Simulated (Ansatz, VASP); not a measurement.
# SiB5: VASP beside Ansatz

```
CELL_PARAMETERS angstrom
3.19557 0.00000 0.00000
-1.59778 2.76744 0.00000
0.00000 0.00000 5.49576
ATOMIC_POSITIONS crystal
Si 0.00000 0.00000 0.07198
B 0.33333 0.66667 0.55694
B 0.66667 0.33333 0.55694
B 0.33333 0.66667 0.88273
B 0.66667 0.33333 0.88273
B 0.00000 0.00000 0.43183
```

Alike in both runs: functional PBE; k mesh 5 × 5 × 3; occupations gaussian, width 0.2 eV; no spin polarisation.

Ansatz relaxed the structure, and its values are those at the end. VASP's run is a single point on that final structure, the one shown.

```csv
,VASP,Ansatz
version,VASP 6.6.1,Ansatz 0.2.0
potentials or method,"VASP PAW PBE potentials, release 64 (Si, B), cutoff 500 eV","scalar-relativistic, plane waves, PAW"
valence electrons in the cell,19,19
```

|  | VASP | Ansatz | Ansatz less VASP |
| --- | --- | --- | --- |
| gap on the k mesh at the Fermi level (eV) | none | none | - |
| pressure (GPa) | 0.2 | 0.3 | +0.04 |
| rms of the force components (eV/Å) | 0.020 | 0.018 | -0.0012 |

A gap of «none» marks a metal or a gap that the smearing closes.

The k mesh is coarse, so the values compare programs but aren't converged.
